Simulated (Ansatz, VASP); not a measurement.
# GaN: VASP beside Ansatz

```
Ga N
1.0
     3.18169    0.00000    0.00000
    -1.59085    2.75543    0.00000
     0.00000    0.00000   10.37729
Ga N
4 4
Direct
  0.00000 0.00000 0.99964
  0.33333 0.66667 0.24993
  0.00000 0.00000 0.49964
  0.66667 0.33333 0.74993
  0.00000 0.00000 0.18764
  0.33333 0.66667 0.43779
  0.00000 0.00000 0.68764
  0.66667 0.33333 0.93779
```

Alike in both runs: task single point; functional r2SCAN; k mesh 12 × 12 × 4; no spin polarisation.

|  | VASP | Ansatz |
| --- | --- | --- |
| version | VASP 6.6.1 | Ansatz 0.2.0 |
| potentials or method | VASP PAW PBE potentials, release 64 (Ga_d, N) | plane waves, PAW |
| plane-wave cutoff (eV) | 520 | 500 |
| occupations | gaussian, width 0.01 eV | fixed |
| valence electrons in the cell | 72 | 72 |

```tsv
	VASP	Ansatz	Ansatz less VASP
gap on the k mesh at the Fermi level (eV)	2.25	2.26	+0.008
pressure (GPa)	1.1	0.0	-1.09
traceless stress, the component that is largest in VASP (GPa)	-0.06	0.01	+0.070
rms of the force components (eV/Å)	0.004	0.000	-0.0039
```

VASP's potentials were made for PBE, not for r2SCAN. Atom by atom the forces differ by 0.004 eV/Å (rms over components).
